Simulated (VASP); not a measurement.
Crystal: GeIrRu3.

```xyz
5
Lattice="4.5085 0.0000 0.0000 -2.2542 3.9044 0.0000 0.0000 0.0000 4.3131" Properties=species:S:1:pos:R:3 pbc="T T T"
Ge    0.0000    0.0000    2.1565
Ru    2.2542    0.0000    0.0000
Ru   -1.1271    1.9522    0.0000
Ru    1.1271    1.9522    0.0000
Ir    0.0000    0.0000    0.0000
```

* Program: VASP 6.6.1
* Task: relaxation of cell and atoms
* Functional: PBE
* Potentials or basis: VASP PAW PBE potentials, release 64 (Ge_d, Ru_pv, Ir)
* Cutoff: 600 eV
* k mesh: 6 × 6 × 4
* Occupations: gaussian, width 0.1 eV
* Spin: no spin polarisation

At the start: pressure 126.8 GPa; volume 15.18 Å³/atom.

How do energy, volume and symmetry change on relaxing?

Over 13 steps the energy falls by 1989.2 meV/atom and the volume is 21.69 Å³/atom (+42.8 %); space group P6/mmm (No. 191, to 0.05 Å).

The path:
| step | energy change (eV) | largest force (eV/Å) | pressure (GPa) | volume (Å³) |
| --- | --- | --- | --- | --- |
| 1 | 0.0000 | 0.0000 | 126.84 | 75.92 |
| 2 | 11.6123 | 0.0000 | -19.37 | 288.02 |
| 3 | -7.3389 | 0.0000 | -18.18 | 133.31 |
| 4 | -9.0222 | 0.0000 | -12.30 | 119.60 |
| 5 | -9.5792 | 0.0000 | 13.86 | 99.41 |
| 6 | -9.8118 | 0.0000 | -0.14 | 107.28 |
| 7 | -9.8250 | 0.0000 | 2.02 | 105.81 |
| 8 | -9.8235 | 0.0000 | 3.03 | 105.15 |
| 9 | -9.9237 | 0.0000 | -0.48 | 109.53 |
| 10 | -9.9459 | 0.0000 | 0.34 | 108.16 |
| 11 | -9.9459 | 0.0000 | 0.32 | 108.22 |
| 12 | -9.9454 | 0.0000 | -0.55 | 108.81 |
| 13 | -9.9462 | 0.0000 | -0.03 | 108.44 |

Final structure:
```xyz
5
Lattice="5.1678 0.0000 0.0000 -2.5839 4.4754 0.0000 0.0000 0.0000 4.6889" Properties=species:S:1:pos:R:3 pbc="T T T"
Ge    0.0000    0.0000    2.3444
Ru    2.5839    0.0000    0.0000
Ru    3.8758    2.2377    0.0000
Ru    1.2919    2.2377    0.0000
Ir    5.1678    0.0000    0.0000
```

Caveat: the k points lie up to 0.34 Å⁻¹ apart in the final cell; the volume moved by over 15 % at a fixed basis, so the end points are rough.
